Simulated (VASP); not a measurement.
# BaTiO3 in VASP: a series of runs, part 2 of 2

VASP 6.6.1.

**4. Electric field gradients, LDA (zz strain of -3 %)**

The input, INCAR:

```
PREC = Accurate ; ENCUT = 520
EDIFF = 1E-8 ; ISMEAR = -1
SIGMA = 0.05 ; LREAL = False
LASPH = True ; NELM = 60
ALGO = Normal ; ISIF = 2
LWAVE = False ; LCHARG = False
GGA = CA ; LEFG = True
NBANDS = 28
```

The input, KPOINTS:

```
regular mesh
0
Gamma
  8 8 8
```

The input, POSCAR:

```
BaTiO3
1.0
    4.0073000000      0.0000000000      0.0000000000
    0.0000000000      4.0073000000      0.0000000000
    0.0000000000      0.0000000000      3.8870810000
Ba Ti O
1 1 3
Direct
    0.5000000000      0.5000000000      0.5000000000
    0.0000000000      0.0000000000      0.0000000000
    0.5000000000      0.0000000000      0.0000000000
    0.0000000000      0.5000000000      0.0000000000
    0.0000000000      0.0000000000      0.5000000000
```

Potentials or basis: VASP PAW LDA potentials, release 64 (Ba_sv, Ti_sv, O).

On the command line:

```
$ cat potpaw_LDA.64/Ba_sv/POTCAR potpaw_LDA.64/Ti_sv/POTCAR potpaw_LDA.64/O/POTCAR > POTCAR
$ mpirun -np 1 vasp_std > vasp.out
```

OUTCAR:

```text
PREC = Accurate
   ENCUT = 520
   EDIFF = 1E-8
   ISMEAR = -1
   LREAL = False
   LASPH = True
   NELM = 60
   ISIF = 2
   GGA = CA

 ion  position               nearest neighbor table
   1  0.500  0.500  0.500-   3 2.79   4 2.79   3 2.79   4 2.79   3 2.79   3 2.79   4 2.79   4 2.79
                             5 2.83   5 2.83   5 2.83   5 2.83   2 3.44   2 3.44   2 3.44   2 3.44
   2  0.000  0.000  0.000-   5 1.94   5 1.94   3 2.00   4 2.00   4 2.00   3 2.00   1 3.44   1 3.44
                             1 3.44   1 3.44   1 3.44   1 3.44   1 3.44   1 3.44
   3  0.500  0.000  0.000-   2 2.00   2 2.00   1 2.79   1 2.79   1 2.79   1 2.79
   4  0.000  0.500  0.000-   2 2.00   2 2.00   1 2.79   1 2.79   1 2.79   1 2.79
   5  0.000  0.000  0.500-   2 1.94   2 1.94   1 2.83   1 2.83   1 2.83   1 2.83

  LATTYP: Found a simple tetragonal cell.
 ALAT       =     4.0073000000
 C/A-ratio  =     0.9700000000

  Lattice vectors:

 A1 = (   4.0073000000,   0.0000000000,   0.0000000000)
 A2 = (   0.0000000000,   4.0073000000,   0.0000000000)
 A3 = (   0.0000000000,   0.0000000000,   3.8870810000)

Analysis of symmetry for initial positions (statically):
=====================================================================
 Subroutine PRICEL returns:
 Original cell was already a primitive cell.

 Routine SETGRP: Setting up the symmetry group for a
 simple tetragonal supercell.

 Subroutine GETGRP returns: Found 16 space group operations
 (whereof 16 operations were pure point group operations)
 out of a pool of 16 trial point group operations.

The static configuration has the point symmetry D_4h.

Analysis of symmetry for dynamics (positions and initial velocities):
=====================================================================
 Subroutine PRICEL returns:
 Original cell was already a primitive cell.

 Routine SETGRP: Setting up the symmetry group for a
 simple tetragonal supercell.

 Subroutine GETGRP returns: Found 16 space group operations
 (whereof 16 operations were pure point group operations)
 out of a pool of 16 trial point group operations.

The dynamic configuration has the point symmetry D_4h.

 Subroutine INISYM returns: Found 16 space group operations
 (whereof 16 operations are pure point group operations),
 and found     1 'primitive' translations

----------------------------------------------------------------------------------------

                                     Primitive cell

  volume of cell :      62.4205

  direct lattice vectors                    reciprocal lattice vectors
     4.007300000  0.000000000  0.000000000     0.249544581  0.000000000  0.000000000
     0.000000000  4.007300000  0.000000000     0.000000000  0.249544581  0.000000000
     0.000000000  0.000000000  3.887081000     0.000000000  0.000000000  0.257262455

  length of vectors
     4.007300000  4.007300000  3.887081000     0.249544581  0.249544581  0.257262455

  position of ions in fractional coordinates (direct lattice)
[... 103 lines left out ...]
   IMIX   =      4    mixing-type and parameters
     AMIX     =   0.40;   BMIX     =  1.00
     AMIX_MAG =   1.60;   BMIX_MAG =  1.00
  volume/ion in A,a.u.               =      12.48        84.25
  Fermi-wavevector in a.u.,A,eV,Ry     =   1.411407  2.667173 27.103770  1.992071
  Thomas-Fermi vector in A             =   2.533262
   LORBIT       =      0    0 simple, 1 ext, 2 COOP (PROOUT), +10 PAW based schemes
   GGA     = CA    functional components
   LHFCALC =     F    Hartree Fock is set to
   AEXX    =    0.0000 exact exchange contribution
   IVDW    =     0    specifies the selected vdW correction
   LEPSILON=     F    determine dielectric tensor
   LRPA    =     F    only Hartree local field effects (RPA)
 non-spin polarized calculation
  energy-cutoff  :      520.00
  volume of cell :       62.42
 maximum number of plane-waves:      1706
 NGX is ok and might be reduce to    30
   NGX = 15   NGY = 15   NGZ = 15

 number of electron      39.9999988 magnetization

 Free energy of the ion-electron system (eV)
  ---------------------------------------------------
  ext. energy  EPLUGINS =         0.00000000
  ---------------------------------------------------
  free energy    TOTEN  =       -44.12585138 eV

  energy without entropy =      -44.12585138  energy(sigma->0) =      -44.12585138

 E-fermi :   4.6097     XC(G=0): -11.8749

 val. band max:        3.7681956003   @ k =   0.5000   0.5000   0.5000
 cond. band min:       5.4049787436   @ k =   0.0000   0.0000   0.0000
 fundamental gap:      1.6367831432
 Fermi energy:         4.6096921731

 k-point     1 :       0.0000    0.0000    0.0000
  band No.  band energies     occupation
      1     -52.0334      2.00000
      2     -28.6830      2.00000
      3     -28.6566      2.00000
      4     -28.6566      2.00000
      5     -20.8657      2.00000
      6     -12.9363      2.00000
[... 733 lines left out ...]
     27      11.7140      0.00000
     28      12.6938      0.00000

 [... further k-points ...]

------------------------ aborting loop because EDIFF is reached ----------------------------------------

  FORCE on cell =-STRESS in cart. coord.  units (eV):
  Direction    XX          YY          ZZ          XY          YZ          ZX
  --------------------------------------------------------------------------------------
  -------------------------------------------------------------------------------------
  Total       -1.6506453     -1.6506453      0.9913559      0.0000000      0.0000000      0.0000000
  in kB      -42.3679095    -42.3679095     25.4456100      0.0000000      0.0000000      0.0000000
  external PRESSURE =     -19.7634030 kB  Pullay stress =       0.0000000 kB

 VOLUME and BASIS-vectors are now :
 -----------------------------------------------------------------------------
  energy-cutoff  :      520.00
  volume of cell :       62.42
      direct lattice vectors                 reciprocal lattice vectors
     4.007300000  0.000000000  0.000000000     0.249544581  0.000000000  0.000000000
     0.000000000  4.007300000  0.000000000     0.000000000  0.249544581  0.000000000
     0.000000000  0.000000000  3.887081000     0.000000000  0.000000000  0.257262455

 POSITION                                       TOTAL-FORCE (eV/Angst)
 -----------------------------------------------------------------------------------
      2.00365      2.00365      1.94354         0.000000      0.000000      0.000000
      0.00000      0.00000      0.00000         0.000000      0.000000      0.000000
      2.00365      0.00000      0.00000         0.000000      0.000000      0.000000
      0.00000      2.00365      0.00000         0.000000      0.000000      0.000000
      0.00000      0.00000      1.94354         0.000000      0.000000      0.000000
 -----------------------------------------------------------------------------------
    total drift:                                0.000000     -0.000000      0.000000

  FREE ENERGIE OF THE ION-ELECTRON SYSTEM (eV)
  ---------------------------------------------------
  free  energy   TOTEN  =       -44.1258513805 eV

  energy  without entropy=      -44.1258513767  energy(sigma->0) =      -44.12585138

 Electric field gradients (V/A^2)
---------------------------------------------------------------------
 ion       V_xx      V_yy      V_zz      V_xy      V_xz      V_yz
---------------------------------------------------------------------
   1       1.580     1.580    -3.160     0.000    -0.000     0.000
   2      15.010    15.010   -30.019    -0.000     0.000    -0.000
   3      23.999    -7.099   -16.900    -0.000    -0.000    -0.000
   4      -7.099    23.999   -16.900     0.000     0.000     0.000
   5      -4.407    -4.407     8.814    -0.000     0.000    -0.000
---------------------------------------------------------------------

 Electric field gradients after diagonalization (V/A^2)
 (convention: |V_zz| > |V_xx| > |V_yy|)
----------------------------------------------------------------------
 ion       V_xx      V_yy      V_zz     asymmetry (V_yy - V_xx)/ V_zz
----------------------------------------------------------------------
   1       1.580     1.580    -3.160       0.000
   2      15.010    15.010   -30.019       0.000
   3     -16.900    -7.099    23.999       0.408
   4     -16.900    -7.099    23.999       0.408
   5      -4.407    -4.407     8.814       0.000
----------------------------------------------------------------------

           NMR quadrupolar parameters

 Cq : quadrupolar parameter    Cq=e*Q*V_zz/h
 eta: asymmetry parameters     (V_yy - V_xx)/ V_zz
 Q  : nuclear electric quadrupole moment in mb (millibarn)
----------------------------------------------------------------------
 ion       Cq(MHz)       eta       Q (mb)
----------------------------------------------------------------------
   1      -0.008       0.000       1.000
   2      -0.073       0.000       1.000
   3       0.058       0.408       1.000
   4       0.058       0.408       1.000
   5       0.021       0.000       1.000
----------------------------------------------------------------------
```

stdout:

```text
POSCAR found type information on POSCAR BaTiO
 POSCAR found :  3 types and       5 ions
 scaLAPACK will be used
 LDA part: xc-table for (Slater(with rela. corr.)+CA(PZ))
 , standard interpolation
 POSCAR, INCAR and KPOINTS ok, starting setup
 FFT: planning ... GRIDC
 FFT: planning ... GRID_SOFT
 FFT: planning ... GRID
 WAVECAR not read
 entering main loop
ion   1

ion   2

ion   3

ion   4

ion   5
```

Run time: 1.8 min. Hardware: 1 thread of Intel Xeon 6975P-C (Granite Rapids), shared host; peak memory 0.24 GiB.

What came out:

```yaml
Free_energy: -44.1259 eV
Pressure: -2.0 GPa
Band_gap_on_the_k_mesh: 1.64 eV (least direct gap 1.75 eV)
Largest_electric_field_gradient_by_atom: Ba -3.2; Ti -30.0; O +24.0, +8.8 (each value once) V/Å²
```

Stress tensor (GPa, compression positive):
```
-4.24  0.00  0.00
 0.00 -4.24  0.00
 0.00  0.00  2.54
```

Levels at points of the mesh, in eV from the valence-band top:
```tsv
k point	band 16	band 17	band 18	band 19	band 20	band 21	band 22	band 23	band 24	band 25
(0.00, 0.00, 0.00)	-1.21	-1.11	-0.16	-0.16	-0.12	1.64	1.70	1.70	3.98	4.20
(0.50, 0.00, 0.00)	-2.04	-1.81	-1.80	-0.75	-0.72	1.86	3.47	3.48	4.16	6.16
(0.50, 0.50, 0.00)	-2.74	-1.74	-1.06	-1.06	-0.20	3.49	3.49	3.88	5.21	7.72
(0.00, 0.00, 0.50)	-2.16	-2.10	-1.99	-0.78	-0.78	1.84	3.75	3.75	4.00	6.29
(0.50, 0.00, 0.50)	-2.87	-1.75	-0.80	-0.79	-0.11	3.48	3.76	4.07	4.88	7.90
(0.50, 0.50, 0.50)	-2.55	-2.23	-0.08	0.00	0.00	4.18	4.34	4.34	6.63	6.79
```

Electric field gradients, principal values (V/Å²):
```
atom   least   middle  greatest (by size)
1 Ba   1.580    1.580              -3.160
2 Ti  15.010   15.010             -30.019
 3 O  -7.099  -16.900              23.999
 4 O  -7.099  -16.900              23.999
 5 O  -4.407   -4.407               8.814
```

Caveat: the cell differs from its parent crystal (zz strain of -3 %); without QUAD_EFG the Cq values of the log hold for a quadrupole moment of 1 mb, not for the nuclei; spin-orbit coupling is left out, which moves the levels of the heavy elements. A k mesh can miss the band edges.

**5. Electric field gradients, LDA (zz strain of -1 %)**

The input, INCAR:

```
PREC = Accurate
ENCUT = 520
EDIFF = 1E-8
ISMEAR = -1
SIGMA = 0.05
LREAL = F
LASPH = T
NELM = 60
ALGO = Normal
ISIF = 2
LWAVE = F
LCHARG = F
GGA = CA
LEFG = T
NBANDS = 28
```

KPOINTS is that of step 4.

POSCAR, as its differences from that of step 4:

```diff
@@ -4,3 +4,3 @@
     0.0000000000      4.0073000000      0.0000000000
-    0.0000000000      0.0000000000      3.8870810000
+    0.0000000000      0.0000000000      3.9672270000
 Ba Ti O
```

Potentials or basis: VASP PAW LDA potentials, release 64 (Ba_sv, Ti_sv, O).

On the command line:

```
$ cat potpaw_LDA.64/Ba_sv/POTCAR potpaw_LDA.64/Ti_sv/POTCAR potpaw_LDA.64/O/POTCAR > POTCAR
$ mpirun -np 1 vasp_std > vasp.out
```

OUTCAR:

```text
PREC = Accurate
   ENCUT = 520
   EDIFF = 1E-8
   ISMEAR = -1
   LREAL = F
   LASPH = T
   NELM = 60
   ISIF = 2
   GGA = CA

 ion  position               nearest neighbor table
   1  0.500  0.500  0.500-   3 2.82   4 2.82   3 2.82   4 2.82   3 2.82   3 2.82   4 2.82   4 2.82
                             5 2.83   5 2.83   5 2.83   5 2.83   2 3.46   2 3.46   2 3.46   2 3.46
   2  0.000  0.000  0.000-   5 1.98   5 1.98   3 2.00   4 2.00   4 2.00   3 2.00   1 3.46   1 3.46
                             1 3.46   1 3.46   1 3.46   1 3.46   1 3.46   1 3.46
   3  0.500  0.000  0.000-   2 2.00   2 2.00   1 2.82   1 2.82   1 2.82   1 2.82
   4  0.000  0.500  0.000-   2 2.00   2 2.00   1 2.82   1 2.82   1 2.82   1 2.82
   5  0.000  0.000  0.500-   2 1.98   2 1.98   1 2.83   1 2.83   1 2.83   1 2.83

  LATTYP: Found a simple tetragonal cell.
 ALAT       =     4.0073000000
 C/A-ratio  =     0.9900000000

  Lattice vectors:

 A1 = (   4.0073000000,   0.0000000000,   0.0000000000)
 A2 = (   0.0000000000,   4.0073000000,   0.0000000000)
 A3 = (   0.0000000000,   0.0000000000,   3.9672270000)

Analysis of symmetry for initial positions (statically):
=====================================================================
 Subroutine PRICEL returns:
 Original cell was already a primitive cell.
[... 956 lines left out ...]
    total drift:                                0.000000     -0.000000      0.000000

  FREE ENERGIE OF THE ION-ELECTRON SYSTEM (eV)
  ---------------------------------------------------
  free  energy   TOTEN  =       -44.1185454712 eV

  energy  without entropy=      -44.1185454664  energy(sigma->0) =      -44.11854547

 Electric field gradients (V/A^2)
---------------------------------------------------------------------
 ion       V_xx      V_yy      V_zz      V_xy      V_xz      V_yz
---------------------------------------------------------------------
   1       0.745     0.745    -1.490     0.000    -0.000    -0.000
   2       4.712     4.712    -9.425    -0.000    -0.000     0.000
   3      22.469    -9.585   -12.884     0.000    -0.000     0.000
   4      -9.585    22.469   -12.884     0.000    -0.000    -0.000
   5      -8.775    -8.775    17.549     0.000    -0.000    -0.000
---------------------------------------------------------------------

 Electric field gradients after diagonalization (V/A^2)
 (convention: |V_zz| > |V_xx| > |V_yy|)
----------------------------------------------------------------------
 ion       V_xx      V_yy      V_zz     asymmetry (V_yy - V_xx)/ V_zz
----------------------------------------------------------------------
   1       0.745     0.745    -1.490       0.000
   2       4.712     4.712    -9.425       0.000
   3     -12.884    -9.585    22.469       0.147
   4     -12.884    -9.585    22.469       0.147
   5      -8.775    -8.775    17.549       0.000
----------------------------------------------------------------------

           NMR quadrupolar parameters

 Cq : quadrupolar parameter    Cq=e*Q*V_zz/h
 eta: asymmetry parameters     (V_yy - V_xx)/ V_zz
 Q  : nuclear electric quadrupole moment in mb (millibarn)
----------------------------------------------------------------------
 ion       Cq(MHz)       eta       Q (mb)
----------------------------------------------------------------------
   1      -0.004       0.000       1.000
   2      -0.023       0.000       1.000
   3       0.054       0.147       1.000
   4       0.054       0.147       1.000
   5       0.042       0.000       1.000
----------------------------------------------------------------------
```

stdout:

```text
POSCAR found type information on POSCAR BaTiO
 POSCAR found :  3 types and       5 ions
 scaLAPACK will be used
 LDA part: xc-table for (Slater(with rela. corr.)+CA(PZ))
 , standard interpolation
 POSCAR, INCAR and KPOINTS ok, starting setup
 FFT: planning ... GRIDC
 FFT: planning ... GRID_SOFT
 FFT: planning ... GRID
 WAVECAR not read
 entering main loop
ion   1

ion   2

ion   3

ion   4

ion   5
```

Run time: 1.7 min. Hardware: 1 thread of Intel Xeon 6975P-C (Granite Rapids), shared host; peak memory 0.24 GiB.

What came out:

* Free energy: -44.1185 eV
* Pressure: -5.8 GPa
* Band gap on the k mesh: 1.65 eV (least direct gap 1.78 eV)
* Largest electric field gradient by atom: Ba -1.5; Ti -9.4; O +22.5, +17.5 (each value once) V/Å²

Stress tensor (GPa, compression positive):
```
-6.43  0.00  0.00
 0.00 -6.43  0.00
 0.00  0.00 -4.46
```

Levels at points of the mesh, in eV from the valence-band top:
```
           k point  band 17  band 18  band 19  band 20  band 21  band 22  band 23  band 24
(0.00, 0.00, 0.00)    -1.11    -0.15    -0.15    -0.13     1.65     1.67     1.67     3.94
(0.50, 0.00, 0.00)    -1.84    -1.84    -0.73    -0.72     1.83     3.45     3.45     4.01
(0.50, 0.50, 0.00)    -1.74    -0.93    -0.93    -0.12     3.46     3.46     3.86     4.91
(0.00, 0.00, 0.50)    -1.95    -1.95    -0.74    -0.74     1.82     3.54     3.54     3.95
(0.50, 0.00, 0.50)    -1.74    -0.85    -0.84    -0.09     3.46     3.55     3.92     4.81
(0.50, 0.50, 0.50)    -2.35    -0.02     0.00     0.00     4.14     4.19     4.19     6.64
```

Electric field gradients, principal values (V/Å²):
```tsv
atom	least	middle	greatest (by size)
1 Ba	0.745	0.745	-1.490
2 Ti	4.712	4.712	-9.425
3 O	-9.585	-12.884	22.469
4 O	-9.585	-12.884	22.469
5 O	-8.775	-8.775	17.549
```

Caveat: the cell differs from its parent crystal (zz strain of -1 %); the cell stands under tension; without QUAD_EFG the Cq values of the log hold for a quadrupole moment of 1 mb, not for the nuclei; spin-orbit coupling is left out, which moves the levels of the heavy elements.

**6. The runs side by side**

| potentials or basis | cell | cutoff (eV) | gap on the mesh (eV) | pressure (GPa) |
| --- | --- | --- | --- | --- |
| VASP PAW LDA potentials, release 64 (Ba_sv, Ti_sv, O_h) | a = 4.008 Å, angles 88.3°, 5 atoms | 910 | 1.55 | -7.5 |
| VASP PAW LDA potentials, release 64 (Ba_sv, Ti_sv, O_h) | a = 4.007 Å, angles 89.4°, 5 atoms | 910 | 1.63 | -7.7 |
| VASP PAW LDA potentials, release 64 (Ba_sv, Ti_sv, O) | a = 4.007, b = 4.007, c = 3.887 Å, 5 atoms | 520 | 1.64 | -2.0 |
| VASP PAW LDA potentials, release 64 (Ba_sv, Ti_sv, O) | a = 4.007, b = 4.007, c = 3.967 Å, 5 atoms | 520 | 1.65 | -5.8 |

Alike in all rows: task electric field gradients; level LDA; no spin polarisation; k mesh 8 × 8 × 8; smearing fermi-dirac 0.05 eV.

Caveats: spin-orbit coupling is left out, which moves the levels of the heavy elements; the cell stands under tension (at least some runs); the cutoff is under 1.25 times the usual one of these potentials, so pressure, stress and relaxed cells hold a basis-set (Pulay) error (at least some runs).

Total energies depend on the potentials used, so only differences within one code and one set of settings carry meaning.
